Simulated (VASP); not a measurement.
A run of VASP 6.6.1 is set up as follows.

File POSCAR:

```
MgO
1.0
    2.6118063923      0.0000000000      0.0000000000
    0.0000000000      2.6233491285      0.0000000000
    0.0000000000      0.0000000000      2.6233491285
Mg O
1 1
Direct
    0.0000000000      0.0000000000      0.0000000000
    0.5000000000      0.5000000000      0.5000000000
```

File INCAR.step1:

```
ALGO = Normal
EDIFF = 1E-5
ENCUT = 660
GGA = PE
GGA_COMPAT = F
ISMEAR = 0
LASPH = T
LCHARG = F
LREAL = F
LWAVE = T
NBANDS = 15
NELM = 120
PREC = Accurate
SIGMA = 0.01
```

Contents of INCAR.step2:

```
ALGO = Normal
EDIFF = 1E-6
ENCUT = 660
GGA_COMPAT = F
ISIF = 2
ISMEAR = 0
ISTART = 1
LASPH = T
LCHARG = F
LMIXTAU = T
LREAL = F
LWAVE = F
METAGGA = R2SCAN
NBANDS = 15
NELM = 120
PREC = Accurate
SIGMA = 0.01
```

The input KPOINTS:

```
k-points
0
Gamma
  10 10 10
```

Potentials or basis: VASP PAW PBE potentials, release 64 (Mg_sv, O).

Run with:

```sh
$ cat potpaw_PBE.64/Mg_sv/POTCAR potpaw_PBE.64/O/POTCAR > POTCAR
$ cp INCAR.step1 INCAR
$ mpirun -np 1 vasp_std > vasp.out
$ cp INCAR.step2 INCAR
$ mpirun -np 1 vasp_std > vasp.out
```

(1) Estimate the pressure.

(2) Estimate the band gap on the k mesh.

Results:

(1) 0.6 GPa.

(2) 3.54 eV, indirect (least direct gap 4.59 eV).

Caveat: the cell differs from its parent crystal (uniaxial x strain -0.4%); the PAW data sets were made with another functional, which shifts forces and pressure a little.
